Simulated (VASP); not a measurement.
# Pb (Fm-3m) in VASP: further runs

Runs on Pb. Level: PBE. Tasks: single point.

Program: VASP 6.6.1. These are calculated values, not measurements. Logs are shortened: lines on timing, memory, paths and dates and some standing lists are left out, and cuts for length are marked.

**1. The cell of the first run**

The structure is cubic, space group Fm-3m (No. 225). Conventional cell: a = 4.978 Å, b = 4.978 Å, c = 4.978 Å, α = 90.00°, β = 90.00°, γ = 90.00°. Within 4.6 Å of Pb (site symmetry m-3m) lie 12 Pb at 3.52 Å.

**2. Single point, PBE**

Contents of INCAR:

```
PREC     = Accurate       # precision mode
ENCUT    = 520            # plane-wave cutoff, eV
EDIFF    = 1E-6           # SCF threshold, eV
ISMEAR   = -1             # smearing method
SIGMA    = 0.06122561905347299 # smearing width, eV
LREAL    = F              # projectors in reciprocal space
LASPH    = T              # aspherical terms in the spheres
NELM     = 60             # most SCF steps
ALGO     = Normal         # electronic algorithm
ISIF     = 2              # what is computed and relaxed
LWAVE    = F              # write WAVECAR
LCHARG   = F              # write CHGCAR
GGA      = PE             # functional
NBANDS   = 13             # bands
```

Contents of KPOINTS:

```
Automatic mesh
0
Gamma
  19 19 19
```

Contents of POSCAR:

```
Pb
1.0
    0.0000000000      2.4891763361      2.4891763361
    2.4891763361      0.0000000000      2.4891763361
    2.4891763361      2.4891763361      0.0000000000
Pb
1
Direct
    0.0000000000      0.0000000000      0.0000000000
```

Potentials or basis: VASP PAW PBE potentials, release 64 (Pb_d).

Started as:

```console
> cat potpaw_PBE.64/Pb_d/POTCAR > POTCAR
> mpirun -np 1 vasp_std > vasp.out
```

OUTCAR:

```text
PREC = Accurate
   ENCUT = 520
   EDIFF = 1E-6
   ISMEAR = -1
   LREAL = F
   LASPH = T
   NELM = 60
   ISIF = 2
   GGA = PE

 ion  position               nearest neighbor table
   1  0.000  0.000  0.000-

  LATTYP: Found a face centered cubic cell.
 ALAT       =     4.9783526722

  Lattice vectors:

 A1 = (   0.0000000000,   2.4891763361,   2.4891763361)
 A2 = (   2.4891763361,   0.0000000000,   2.4891763361)
 A3 = (   2.4891763361,   2.4891763361,   0.0000000000)

Analysis of symmetry for initial positions (statically):
=====================================================================
 Subroutine PRICEL returns:
 Original cell was already a primitive cell.

 Routine SETGRP: Setting up the symmetry group for a
 face centered cubic supercell.

 Subroutine GETGRP returns: Found 48 space group operations
 (whereof 48 operations were pure point group operations)
 out of a pool of 48 trial point group operations.

The static configuration has the point symmetry O_h .

Analysis of symmetry for dynamics (positions and initial velocities):
=====================================================================
 Subroutine PRICEL returns:
 Original cell was already a primitive cell.

 Routine SETGRP: Setting up the symmetry group for a
 face centered cubic supercell.

 Subroutine GETGRP returns: Found 48 space group operations
 (whereof 48 operations were pure point group operations)
 out of a pool of 48 trial point group operations.

The dynamic configuration has the point symmetry O_h .

 Subroutine INISYM returns: Found 48 space group operations
 (whereof 48 operations are pure point group operations),
 and found     1 'primitive' translations

----------------------------------------------------------------------------------------

                                     Primitive cell

  volume of cell :      30.8459

  direct lattice vectors                    reciprocal lattice vectors
     0.000000000  2.489176336  2.489176336    -0.200869658  0.200869658  0.200869658
     2.489176336  0.000000000  2.489176336     0.200869658 -0.200869658  0.200869658
     2.489176336  2.489176336  0.000000000     0.200869658  0.200869658 -0.200869658

  length of vectors
     3.520226934  3.520226934  3.520226934     0.347916454  0.347916454  0.347916454

  position of ions in fractional coordinates (direct lattice)
     0.000000000  0.000000000  0.000000000

  ion indices of the primitive-cell ions
   primitive index   ion index
                 1           1
[... 72 lines left out ...]
   EDIFF  = 0.1E-05   stopping-criterion for ELM
   LREAL  =      F    real-space projection
[... 7 lines left out ...]
   TEBEG  =    0.0;   TEEND  =   0.0 temperature during run
   PSTRESS=    0.0 pullay stress
   NELECT =      14.0000    total number of electrons
   NUPDOWN=      -1.0000    fix difference up-down
   EMIN   =  10.00;   EMAX   =-10.00  energy-range for DOS
   EFERMI =   0.00;   METHOD = LEGACY
   ISMEAR =    -1;   SIGMA  =   0.06  broadening in eV -4-tet -1-fermi 0-gaus
   EFERMI_NEDOS =   21; number of points for ismear=-14 and -15
   IALGO  =     38    algorithm
   IMIX   =      4    mixing-type and parameters
     AMIX     =   0.40;   BMIX     =  1.00
     AMIX_MAG =   1.60;   BMIX_MAG =  1.00
  volume/ion in A,a.u.               =      30.85       208.16
  Fermi-wavevector in a.u.,A,eV,Ry     =   1.258110  2.377483 21.535846  1.582840
  Thomas-Fermi vector in A             =   2.391736
   LORBIT       =      0    0 simple, 1 ext, 2 COOP (PROOUT), +10 PAW based schemes
   GGA     = PE    functional components
   LHFCALC =     F    Hartree Fock is set to
   AEXX    =    0.0000 exact exchange contribution
   IVDW    =     0    specifies the selected vdW correction
   LEPSILON=     F    determine dielectric tensor
   LRPA    =     F    only Hartree local field effects (RPA)
 non-spin polarized calculation
  energy-cutoff  :      520.00
  volume of cell :       30.85
 maximum number of plane-waves:       869
   NGX = 13   NGY = 13   NGZ = 13

 number of electron      14.0000000 magnetization

 Free energy of the ion-electron system (eV)
  ---------------------------------------------------
  ext. energy  EPLUGINS =         0.00000000
  ---------------------------------------------------
  free energy    TOTEN  =        -3.56191720 eV

  energy without entropy =       -3.55545476  energy(sigma->0) =       -3.55868598

 E-fermi :   7.1374     XC(G=0): -10.1025

 val. band max:        7.1365771156   @ k =  -0.2105   0.1579   0.0526
 cond. band min:       7.1488239053   @ k =  -0.4211   0.3684   0.1579
 fundamental gap:      0.0122467897
 Fermi energy:         7.1374056076

 k-point     1 :       0.0000    0.0000    0.0000
  band No.  band energies     occupation
      1      -9.9673      2.00000
      2      -9.9673      2.00000
      3      -9.9673      2.00000
      4      -9.8347      2.00000
      5      -9.8347      2.00000
      6      -4.5471      2.00000
      7      14.3757      0.00000
      8      14.3757      0.00000
      9      14.3757      0.00000
     10      16.8440      0.00000
     11      18.2146      0.00000
     12      19.4511      0.00000
     13      19.4511      0.00000
[... 354 lines left out ...]
  band No.  band energies     occupation
      1      -9.9754      2.00000
      2      -9.9339      2.00000
      3      -9.9312      2.00000
      4      -9.8018      2.00000
      5      -9.7716      2.00000
      6      -3.0282      2.00000
      7       6.9853      1.84607
      8      12.2548      0.00000
      9      13.5828      0.00000
     10      16.3180      0.00000
     11      17.7243      0.00000
     12      18.7650      0.00000
     13      20.1842      0.00000

 [... further k-points ...]

------------------------ aborting loop because EDIFF is reached ----------------------------------------

  FORCE on cell =-STRESS in cart. coord.  units (eV):
  Direction    XX          YY          ZZ          XY          YZ          ZX
  --------------------------------------------------------------------------------------
  -------------------------------------------------------------------------------------
  Total        0.3048826      0.3048826      0.3048826      0.0000000      0.0000000     -0.0000000
  in kB       15.8360283     15.8360283     15.8360283      0.0000000      0.0000000     -0.0000000
  external PRESSURE =      15.8360283 kB  Pullay stress =       0.0000000 kB

 VOLUME and BASIS-vectors are now :
 -----------------------------------------------------------------------------
  energy-cutoff  :      520.00
  volume of cell :       30.85
      direct lattice vectors                 reciprocal lattice vectors
     0.000000000  2.489176336  2.489176336    -0.200869658  0.200869658  0.200869658
     2.489176336  0.000000000  2.489176336     0.200869658 -0.200869658  0.200869658
     2.489176336  2.489176336  0.000000000     0.200869658  0.200869658 -0.200869658

 POSITION                                       TOTAL-FORCE (eV/Angst)
 -----------------------------------------------------------------------------------
      0.00000      0.00000      0.00000        -0.000000      0.000000     -0.000000
 -----------------------------------------------------------------------------------
    total drift:                               -0.000000     -0.000000     -0.000000

  FREE ENERGIE OF THE ION-ELECTRON SYSTEM (eV)
  ---------------------------------------------------
  free  energy   TOTEN  =        -3.5619171975 eV

  energy  without entropy=       -3.5554547645  energy(sigma->0) =       -3.55868598
```

stdout:

```text
POSCAR found type information on POSCAR Pb
 POSCAR found :  1 types and       1 ions
 scaLAPACK will be used
 LDA part: xc-table for (Slater+PW92), standard interpolation
 POSCAR, INCAR and KPOINTS ok, starting setup
 FFT: planning ... GRIDC
 FFT: planning ... GRID_SOFT
 FFT: planning ... GRID
 WAVECAR not read
 entering main loop
```

Run time: 1.8 min. Hardware: 1 thread of Intel Xeon 8259CL, shared host; peak memory 0.22 GiB.

Results:

```yaml
Free_energy: -3.5619 eV
Pressure: 1.6 GPa
Band_gap_on_the_k_mesh: zero (bands 7 and 8 overlap by 8.92 eV)
```

Caveat: spin-orbit coupling is left out, which moves the levels of the heavy elements.

**3. Single point, PBE**

This run uses another cell than the first one, of 32.77 Å³/atom.

Contents of INCAR:

```
SYSTEM = Pb
ALGO = Normal
EDIFF = 1E-6
ENCUT = 520
GGA = PE
ISIF = 2
ISMEAR = -1
LASPH = .TRUE.
LCHARG = .TRUE.
LELF = .TRUE.
LREAL = .FALSE.
LVHAR = .TRUE.
LWAVE = .FALSE.
NBANDS = 13
NELM = 60
PREC = Accurate
SIGMA = 0.06122561905347299
```

Contents of KPOINTS:

```
k-points
0
G
  37 37 37
  0 0 0
```

Contents of POSCAR:

```
Pb
1.0
    0.0000000000      2.5399898230      2.5399898230
    2.5399898230      0.0000000000      2.5399898230
    2.5399898230      2.5399898230      0.0000000000
Pb
1
Direct
    0.0000000000      0.0000000000      0.0000000000
```

Potentials or basis: VASP PAW PBE potentials, release 64 (Pb_d).

Started as:

```console
> cat potpaw_PBE.64/Pb_d/POTCAR > POTCAR
> mpirun -np 1 vasp_std > vasp.out
```

It took 5.1 min on 1 thread of Oxide Virtual Turin-like, shared host; peak memory 0.56 GiB.

It converged, with:

* Free energy: -3.5654 eV
* Pressure: -0.9 GPa
* Band gap on the k mesh: zero (bands 7 and 8 overlap by 8.30 eV)

Levels at points of the mesh, in eV from the Fermi level:
```tsv
k point	band 5	band 6	band 7	band 8	band 9	band 10
(0.00, 0.00, 0.00)	-16.94	-11.28	6.79	6.79	6.79	9.68
```

Caveat: spin-orbit coupling is left out, which moves the levels of the heavy elements.

[end of part 1 of 2]
